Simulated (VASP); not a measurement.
Runs of VASP 6.6.1 on TiO2. The structure is that of space group P4_2/mnm (No. 136), or close to it. The cells are those of the table. 

| cell | gap on the mesh (eV) | pressure (GPa) | largest force (eV/Å) |
| --- | --- | --- | --- |
| a = 4.706, b = 4.706, c = 2.885 Å, 6 atoms | 1.92 | 2.6 | 0.04 |
| a = 4.600, b = 4.600, c = 3.182 Å, 6 atoms | 1.62 | -12.1 | 0.05 |
| a = 4.662, b = 4.662, c = 3.098 Å, 6 atoms | 1.64 | -11.2 | 0.14 |
| a = 4.788, b = 4.788, c = 2.936 Å, 6 atoms | 1.79 | -8.3 | 0.31 |
| a = 4.687, b = 4.687, c = 3.375 Å, 6 atoms | 1.43 | -25.7 | (b) |
| a = 4.945, b = 4.945, c = 3.032 Å, 6 atoms | 1.56 | -23.0 | 0.82 |
| a = 5.079, b = 5.079, c = 2.874 Å, 6 atoms | 1.62 | (a) | 1.19 |
| a = 4.814, b = 4.814, c = 3.199 Å, 6 atoms | 1.42 | -24.9 | 0.39 |
| a = 4.559, b = 4.559, c = 2.910 Å, 6 atoms | 1.97 | 14.7 | 0.33 |
| a = 4.538, b = 4.538, c = 3.268 Å, 6 atoms | 1.67 | -12.5 | 0.03 |
| a = 4.439, b = 4.439, c = 3.070 Å, 6 atoms | 1.89 | 11.7 | 0.11 |
| a = 4.499, b = 4.499, c = 2.989 Å, 6 atoms | 1.90 | 13.0 | 0.22 |

Alike in all rows: task single point; level PBE; potentials or basis VASP PAW PBE potentials, release 64 (Ti_sv, O); no spin polarisation; k mesh 8 × 8 × 10; cutoff (eV) 520; smearing gaussian 0.05 eV.

Question: Fill in the values left out.

Answer: (a) -19.4; (b) 0.07.

Caveats: forces of over 1 eV/Å act on the atoms, so gaps and moduli don't describe the material at rest (some runs).

A k mesh can miss the band edges.
